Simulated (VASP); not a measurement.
Input of a VASP 6.6.1 run:

The input INCAR:

```
PREC = Accurate ; ENCUT = 600
EDIFF = 1E-6 ; ISMEAR = -1
SIGMA = 0.1 ; LREAL = False
LASPH = True ; NELM = 60
ALGO = Normal ; ISIF = 3
LWAVE = False ; LCHARG = False
GGA = PE ; IBRION = 2
NSW = 32 ; EDIFFG = -0.005
PSTRESS = 300.0
```

The input KPOINTS:

```
Automatic mesh
0
Gamma
  15 15 15
```

File POSCAR:

```
SiNi
1.0
    0.0000000000      2.2535574468      2.2535574468
    2.2535574468      0.0000000000      2.2535574468
    2.2535574468      2.2535574468      0.0000000000
Ni Si
1 1
Direct
    0.0000000000      0.0000000000      0.0000000000
    0.5000000000      0.5000000000      0.5000000000
```

Potentials or basis: VASP PAW PBE potentials, release 64 (Ni, Si).

Launch:

```bash
$ cat potpaw_PBE.64/Ni/POTCAR potpaw_PBE.64/Si/POTCAR > POTCAR
$ mpirun -np 1 vasp_std > vasp.out
```

Q: What does it give for the relaxed volume?

A: 11.44 Å³/atom.

Q: What does it give for the space group after relaxing (to 0.1 Å)?

A: Fm-3m (No. 225).

Final structure:
```xyz
2
Lattice="0.0000 2.2532 2.2532 2.2532 0.0000 2.2532 2.2532 2.2532 0.0000" Properties=species:S:1:pos:R:3 pbc="T T T"
Ni    0.0000    0.0000    0.0000
Si    2.2532    2.2532    2.2532
```

Caveat: the cell is relaxed towards a set pressure, so the run minimises the enthalpy, not the energy. Spin polarisation is off, so any magnetic state and its effect on volume and gap are missing.
